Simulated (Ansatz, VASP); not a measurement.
**Fe3SnSb: VASP beside Ansatz**

File INCAR:

```
  ALGO = Fast
  EDIFF = 1E-7
  ENCUT = 520
  GGA = PE
  ISIF = 2
  ISMEAR = -1
  ISPIN = 2
  LASPH = True
  LCHARG = True
  LELF = True
  LMAXMIX = 4
  LORBIT = 11
  LREAL = False
  LVHAR = True
  LWAVE = False
  MAGMOM = 0 0 3 3 3
  NBANDS = 34
  NELM = 150
  PREC = Accurate
  SIGMA = 0.05
```

Contents of KPOINTS:

```
k-points
0
Gamma
  7 7 5
```

File POSCAR:

```
Fe3SnSb
1.0
    4.2103062160      0.0000000000      0.0000000000
   -2.1051531080      3.6462321408      0.0000000000
    0.0000000000      0.0000000000      5.3996451298
Sb Sn Fe
1 1 3
Direct
    0.3333333333      0.6666666667      0.8204750000
    0.0000000000      0.0000000000      0.1786800000
    0.6666666667      0.3333333333      0.4975580000
    0.3333333333      0.6666666667      0.3418710000
    0.0000000000      0.0000000000      0.6614150000
```

The input input.yaml:

```yaml
crystal:
  lattice:
    - [4.210306216, 0.0, 0.0]
    - [-2.105153108, 3.6462321408, 0.0]
    - [0.0, 0.0, 5.3996451298]
  atoms:
    - { symbol: Sb, position: [0.3333333333, 0.6666666667, 0.820475] }
    - { symbol: Sn, position: [0.0, 0.0, 0.17868] }
    - { symbol: Fe, position: [0.6666666667, 0.3333333333, 0.497558], spin: 3.0 }
    - { symbol: Fe, position: [0.3333333333, 0.6666666667, 0.341871], spin: 3.0 }
    - { symbol: Fe, position: [0.0, 0.0, 0.661415], spin: 3.0 }
hamiltonian:
  xc: pbe
  pseudopotentials: { kind: paw }
magnetization:
  spin_polarized: true
kpoints:
  mp_grid: { grid: [7, 7, 5] }
scf:
  occupations: { method: fermi_dirac, width: 0.05 }
output:
  forces: true
  stress: true
  eigenvalues: true
```

Alike in both runs: task single point; functional PBE; k mesh 7 × 7 × 5; occupations fermi-dirac, width 0.05 eV; collinear spin.

|  | VASP | Ansatz |
| --- | --- | --- |
| version | VASP 6.6.1 | Ansatz 0.2.0 |
| potentials or method | VASP PAW PBE potentials, release 64 (Sb, Sn_d, Fe) | Ansatz PAW |
| plane-wave cutoff (eV) | 520 | 420 |
| valence electrons in the cell | 43 | 77 |

Ansatz gave:

| Item | Value |
| --- | --- |
| gap on the k mesh at the Fermi level (eV) | none |
| pressure (GPa) | 0.6 |
| traceless stress, the component that is largest in VASP (GPa) | 0.54 |
| rms of the force components (eV/Å) | 0.012 |
| net moment per atom (μB) | 1.17 |
| size of the moment on the site where the two differ most (μB) | 0.05 |

Q: What did VASP give for the same quantities?

A: gap on the k mesh at the Fermi level (eV): none; pressure (GPa): 0.6; traceless stress, the component that is largest in VASP (GPa): 0.44; rms of the force components (eV/Å): 0.005; net moment per atom (μB): 1.17; size of the moment on the site where the two differ most (μB): 0.09.

Site moments also hang on the region over which each program counts them. Atom by atom the forces differ by 0.008 eV/Å (rms over components). A gap of «none» marks a metal or a gap that the smearing closes. VASP's potentials hold 43 valence electrons a cell and Ansatz's 77, so a difference there can come from the potentials and not from the codes.

Spin-orbit coupling is off throughout.
